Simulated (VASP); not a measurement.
# CdSe (I-4m2) in VASP: further runs

CdSe is run at these levels: PBE; tasks: single point.

Program: VASP 6.6.1. These are calculated values, not measurements. Logs are shortened: lines on timing, memory, paths and dates and some standing lists are left out, and cuts for length are marked.

## (1) The cell of the first run

Symmetry: I-4m2, No. 119, tetragonal system. The conventional cell has a = 4.338 Å, b = 4.338 Å, c = 6.381 Å, α = 90.00°, β = 90.00°, γ = 90.00°. Within 3.6 Å of Cd (site symmetry -4m2) lie 4 Se at 2.69 Å. Within 3.6 Å of Se (site symmetry -4m2) lie 4 Cd at 2.69 Å.

## (2) Single point, PBE (uniaxial z strain +4.0%)

The input, INCAR:

```
PREC = Accurate ; ENCUT = 500
EDIFF = 1E-6 ; ISMEAR = 0
SIGMA = 0.01 ; LREAL = F
LASPH = T ; NELM = 120
ALGO = Normal ; ISIF = 2
LWAVE = F ; LCHARG = F
GGA = PE ; NBANDS = 16
GGA_COMPAT = F
```

The input, KPOINTS:

```
Automatic mesh
0
Gamma
  4 4 4
```

The input, POSCAR:

```
CdSe
1.0
    0.0000000000      3.0677809654      3.1904922040
    3.0677809654      0.0000000000      3.1904922040
    3.0677809654      3.0677809654      0.0000000000
Cd Se
1 1
Direct
    0.0000000000      0.0000000000      0.0000000000
    0.2500000000      0.2500000000      0.2500000000
```

Potentials or basis: VASP PAW PBE potentials, release 64 (Cd, Se).

Started as:

```
$ cat potpaw_PBE.64/Cd/POTCAR potpaw_PBE.64/Se/POTCAR > POTCAR
$ mpirun -np 1 vasp_std > vasp.out
```

OUTCAR:

```text
PREC = Accurate
   ENCUT = 500
   EDIFF = 1E-6
   ISMEAR = 0
   LREAL = F
   LASPH = T
   NELM = 120
   ISIF = 2
   GGA = PE

 ion  position               nearest neighbor table
   1  0.000  0.000  0.000-   2 2.69   2 2.69   2 2.69   2 2.69
   2  0.250  0.250  0.250-   1 2.69   1 2.69   1 2.69   1 2.69

  LATTYP: Found a body centered tetragonal cell.
 ALAT       =     4.3384974477
 C/A-ratio  =     1.4707821049

  Lattice vectors:

 A1 = (  -3.0677809654,   0.0000000000,   3.1904922040)
 A2 = (   3.0677809654,   0.0000000000,   3.1904922040)
 A3 = (   0.0000000000,   3.0677809654,  -3.1904922040)

Analysis of symmetry for initial positions (statically):
=====================================================================
 Subroutine PRICEL returns:
 Original cell was already a primitive cell.

 Routine SETGRP: Setting up the symmetry group for a
 body centered tetragonal supercell.

 Subroutine GETGRP returns: Found  8 space group operations
 (whereof  8 operations were pure point group operations)
 out of a pool of 16 trial point group operations.

The static configuration has the point symmetry D_2d.

Analysis of symmetry for dynamics (positions and initial velocities):
=====================================================================
 Subroutine PRICEL returns:
 Original cell was already a primitive cell.

 Routine SETGRP: Setting up the symmetry group for a
 body centered tetragonal supercell.

 Subroutine GETGRP returns: Found  8 space group operations
 (whereof  8 operations were pure point group operations)
 out of a pool of 16 trial point group operations.

The dynamic configuration has the point symmetry D_2d.

 Subroutine INISYM returns: Found  8 space group operations
 (whereof  8 operations are pure point group operations),
 and found     1 'primitive' translations

----------------------------------------------------------------------------------------

                                     Primitive cell

  volume of cell :      60.0532

  direct lattice vectors                    reciprocal lattice vectors
     0.000000000  3.067780965  3.190492204    -0.162984257  0.162984257  0.156715631
     3.067780965  0.000000000  3.190492204     0.162984257 -0.162984257  0.156715631
[... 67 lines left out ...]
   ISPIN  =      1    spin polarized calculation?
   LNONCOLLINEAR =      F non collinear calculations
   LSORBIT =      F    spin-orbit coupling
   LASPH  =      T    aspherical Exc in radial PAW
   ENCUT  =  500.0 eV  36.75 Ry    6.06 a.u.   8.07  8.07  7.91*2*pi/ulx,y,z
   NELM   =    120;   NELMIN=  2; NELMDL= -5     # of ELM steps
   EDIFF  = 0.1E-05   stopping-criterion for ELM
   LREAL  =      F    real-space projection
   EDIFFG = 0.1E-04   stopping-criterion for IOM
   NSW    =      0    number of steps for IOM
   IBRION =     -1    ionic relax: 0-MD 1-quasi-New 2-CG
   NFREE  =      0    steps in history (QN), initial steepest desc. (CG)
   ISIF   =      2    stress and relaxation
   ISYM   =      2    0-nonsym 1-usesym 2-fastsym
   POTIM  = 0.5000    time-step for ionic-motion
   TEBEG  =    0.0;   TEEND  =   0.0 temperature during run
   PSTRESS=    0.0 pullay stress
   NELECT =      18.0000    total number of electrons
   NUPDOWN=      -1.0000    fix difference up-down
   EMIN   =  10.00;   EMAX   =-10.00  energy-range for DOS
   EFERMI =   0.00;   METHOD = LEGACY
   ISMEAR =     0;   SIGMA  =   0.01  broadening in eV -4-tet -1-fermi 0-gaus
   EFERMI_NEDOS =   21; number of points for ismear=-14 and -15
   IALGO  =     38    algorithm
   IMIX   =      4    mixing-type and parameters
     AMIX     =   0.40;   BMIX     =  1.00
     AMIX_MAG =   1.60;   BMIX_MAG =  1.00
  volume/ion in A,a.u.               =      30.03       202.63
  Fermi-wavevector in a.u.,A,eV,Ry     =   1.095604  2.070391 16.331722  1.200348
  Thomas-Fermi vector in A             =   2.231930
   LORBIT       =      0    0 simple, 1 ext, 2 COOP (PROOUT), +10 PAW based schemes
   GGA     = PE    functional components
   LHFCALC =     F    Hartree Fock is set to
   AEXX    =    0.0000 exact exchange contribution
   IVDW    =     0    specifies the selected vdW correction
   LEPSILON=     F    determine dielectric tensor
   LRPA    =     F    only Hartree local field effects (RPA)
 non-spin polarized calculation
 Gauss-broadening in eV      SIGMA  =   0.01
  energy-cutoff  :      500.00
  volume of cell :       60.05
 maximum number of plane-waves:      1540
   NGX = 17   NGY = 17   NGZ = 15

 number of electron      18.0000004 magnetization

 Free energy of the ion-electron system (eV)
  ---------------------------------------------------
  ext. energy  EPLUGINS =         0.00000000
  ---------------------------------------------------
  free energy    TOTEN  =        -5.45096616 eV

  energy without entropy =       -5.45096616  energy(sigma->0) =       -5.45096616

 E-fermi :   0.5669     XC(G=0):  -8.5815

 val. band max:        0.5120216037   @ k =   0.0000   0.0000   0.0000
 cond. band min:       0.9228431062   @ k =   0.0000   0.0000   0.0000
 fundamental gap:      0.4108215025
 Fermi energy:         0.5668765354

 k-point     1 :       0.0000    0.0000    0.0000
  band No.  band energies     occupation
      1     -11.7680      2.00000
      2      -7.3058      2.00000
      3      -7.2882      2.00000
      4      -7.2882      2.00000
      5      -6.9925      2.00000
      6      -6.9869      2.00000
[... 224 lines left out ...]
      3      -7.1295      2.00000
      4      -7.0178      2.00000
      5      -6.9846      2.00000
      6      -6.5732      2.00000
[... 8 lines left out ...]
     15      12.9225      0.00000
     16      13.5993      0.00000

------------------------ aborting loop because EDIFF is reached ----------------------------------------

  FORCE on cell =-STRESS in cart. coord.  units (eV):
  Direction    XX          YY          ZZ          XY          YZ          ZX
  --------------------------------------------------------------------------------------
  -------------------------------------------------------------------------------------
  Total        0.0705972      0.0705972     -0.2166561      0.0000000      0.0000000      0.0000000
  in kB        1.8834818      1.8834818     -5.7802294      0.0000000      0.0000000      0.0000000
  external PRESSURE =      -0.6710886 kB  Pullay stress =       0.0000000 kB

 VOLUME and BASIS-vectors are now :
 -----------------------------------------------------------------------------
  energy-cutoff  :      500.00
  volume of cell :       60.05
      direct lattice vectors                 reciprocal lattice vectors
     0.000000000  3.067780965  3.190492204    -0.162984257  0.162984257  0.156715631
     3.067780965  0.000000000  3.190492204     0.162984257 -0.162984257  0.156715631
     3.067780965  3.067780965  0.000000000     0.162984257  0.162984257 -0.156715631

 POSITION                                       TOTAL-FORCE (eV/Angst)
 -----------------------------------------------------------------------------------
      0.00000      0.00000      0.00000         0.000000      0.000000      0.000000
      1.53389      1.53389      1.59525        -0.000000     -0.000000     -0.000000
 -----------------------------------------------------------------------------------
    total drift:                                0.000000      0.000000     -0.000000

  FREE ENERGIE OF THE ION-ELECTRON SYSTEM (eV)
  ---------------------------------------------------
  free  energy   TOTEN  =        -5.4509661595 eV

  energy  without entropy=       -5.4509661595  energy(sigma->0) =       -5.45096616
```

It took 9.7 s on 1 thread of Intel Xeon Platinum 8488C (Sapphire Rapids), shared host; peak memory 0.17 GiB.

What came out:

* Free energy: -5.4510 eV
* Pressure: -0.1 GPa
* Band gap on the k mesh: 0.41 eV, direct

Stress tensor (GPa, compression positive):
```
 0.19  0.00  0.00
 0.00  0.19  0.00
 0.00  0.00 -0.58
```

Levels at points of the mesh, in eV from the valence-band top:
```tsv
k point	band 7	band 8	band 9	band 10	band 11	band 12
(0.00, 0.00, 0.00)	-0.13	0.00	0.00	0.41	5.87	5.87
(0.50, 0.00, 0.00)	-4.07	-0.79	-0.62	2.24	6.25	6.49
(0.50, 0.50, 0.00)	-3.98	-1.58	-1.58	3.27	3.83	8.56
(0.50, 0.00, 0.50)	-3.77	-1.76	-1.71	3.16	3.52	8.88
```

Caveat: the k points lie up to 0.44 Å⁻¹ apart; the cell differs from its parent crystal (uniaxial z strain +4.0%).

## (3) Single point, PBE (uniaxial z strain -2.0%)

The input, INCAR:

```
SYSTEM = CdSe
PREC = Accurate
ENCUT = 500
EDIFF = 1E-6
ISMEAR = -1
SIGMA = 0.02
LREAL = .FALSE.
LASPH = .TRUE.
NELM = 120
ALGO = Normal
ISIF = 2
LWAVE = .FALSE.
LCHARG = .TRUE.
GGA = PE
LELF = .TRUE.
LVHAR = .TRUE.
NBANDS = 16
GGA_COMPAT = .FALSE.
```

The input, KPOINTS:

```
Automatic mesh
0
G
  8 8 8
  0 0 0
```

The input, POSCAR:

```
CdSe
1.0
    0.0000000000      3.0677809654      3.0064253461
    3.0677809654      0.0000000000      3.0064253461
    3.0677809654      3.0677809654      0.0000000000
Cd Se
1 1
Direct
    0.0000000000      0.0000000000      0.0000000000
    0.2500000000      0.2500000000      0.2500000000
```

Potentials or basis: VASP PAW PBE potentials, release 64 (Cd, Se).

Started as:

```
$ cat potpaw_PBE.64/Cd/POTCAR potpaw_PBE.64/Se/POTCAR > POTCAR
$ mpirun -np 1 vasp_std > vasp.out
```

Run time: 30 s. Hardware: 1 thread of Intel Xeon Platinum 8488C (Sapphire Rapids), shared host; peak memory 0.2 GiB.

Results (log left out):

```
Free energy            : -5.4722 eV
Pressure               : 2.8 GPa
Band gap on the k mesh : 0.56 eV, direct
```

Stress tensor (GPa, compression positive):
```
2.71 0.00 0.00
0.00 2.71 0.00
0.00 0.00 2.99
```

Levels at points of the mesh, in eV from the valence-band top:
```
           k point  band 6  band 7  band 8  band 9  band 10  band 11  band 12  band 13
(0.00, 0.00, 0.00)   -7.58   -0.06   -0.06    0.00     0.56     5.90     5.90     5.90
(0.50, 0.00, 0.00)   -7.30   -4.39   -0.82   -0.74     2.34     6.33     6.48     7.37
(0.50, 0.50, 0.00)   -7.21   -4.02   -1.93   -1.93     3.07     3.60     9.17    10.12
(0.50, 0.00, 0.50)   -7.24   -4.13   -1.86   -1.83     3.13     3.77     8.99    10.03
```

Caveat: the cell differs from its parent crystal (uniaxial z strain -2.0%).

## (4) Single point, PBE (uniaxial z strain -1.0%)

The input, INCAR:

```
ALGO = Normal
EDIFF = 1E-6
ENCUT = 500
GGA = PE
GGA_COMPAT = False
ISIF = 2
ISMEAR = -1
LASPH = True
LCHARG = False
LREAL = False
LWAVE = False
NBANDS = 16
NELM = 120
PREC = Accurate
SIGMA = 0.02
```

The input, KPOINTS:

```
k-points
0
Gamma
  8 8 8
```

The input, POSCAR:

```
CdSe
1.0
    0.0000000000      3.0677809654      3.0371031557
    3.0677809654      0.0000000000      3.0371031557
    3.0677809654      3.0677809654      0.0000000000
Cd Se
1 1
Direct
    0.0000000000      0.0000000000      0.0000000000
    0.2500000000      0.2500000000      0.2500000000
```

Started as:

```
$ cat potpaw_PBE.64/Cd/POTCAR potpaw_PBE.64/Se/POTCAR > POTCAR
$ mpirun -np 1 vasp_std > vasp.out
```

Run time: 27 s. Hardware: 1 thread of Intel Xeon Platinum 8488C (Sapphire Rapids), shared host; peak memory 0.2 GiB.

The run converged. Its results:

| Quantity | Value |
| --- | --- |
| Free energy | -5.4817 eV |
| Pressure | 2.2 GPa |
| Band gap on the k mesh | 0.55 eV, direct |

Stress tensor (GPa, compression positive):
```
2.19 0.00 0.00
0.00 2.19 0.00
0.00 0.00 2.34
```

Levels at points of the mesh, in eV from the valence-band top:
```
           k point  band 7  band 8  band 9  band 10  band 11  band 12
(0.00, 0.00, 0.00)   -0.03   -0.03    0.00     0.55     5.91     5.92
(0.50, 0.00, 0.00)   -4.32   -0.77   -0.73     2.35     6.38     6.46
(0.50, 0.50, 0.00)   -3.99   -1.85   -1.85     3.13     3.67     9.08
(0.50, 0.00, 0.50)   -4.05   -1.81   -1.80     3.16     3.75     8.99
```

Caveat: the cell differs from its parent crystal (uniaxial z strain -1.0%).

## (5) Summary

```csv
cell,k mesh,smearing,gap on the mesh (eV),pressure (GPa)
"a = 4.426, b = 4.426, c = 4.338 Å, angles 60.7, 60.7, 58.7°, 2 atoms",4 × 4 × 4,gaussian 0.01 eV,0.41,-0.1
"a = 4.295, b = 4.295, c = 4.338 Å, angles 59.7, 59.7, 60.7°, 2 atoms",8 × 8 × 8,fermi-dirac 0.02 eV,0.56,2.8
"a = 4.317, b = 4.317, c = 4.338 Å, angles 59.8, 59.8, 60.3°, 2 atoms",8 × 8 × 8,fermi-dirac 0.02 eV,0.55,2.2
```

Alike in all rows: task single point; level PBE; potentials or basis VASP PAW PBE potentials, release 64 (Cd, Se); no spin polarisation; cutoff (eV) 500.

Caveats: some runs use coarse meshes.

Total energies depend on the potentials used, so only differences within one code and one set of settings carry meaning.
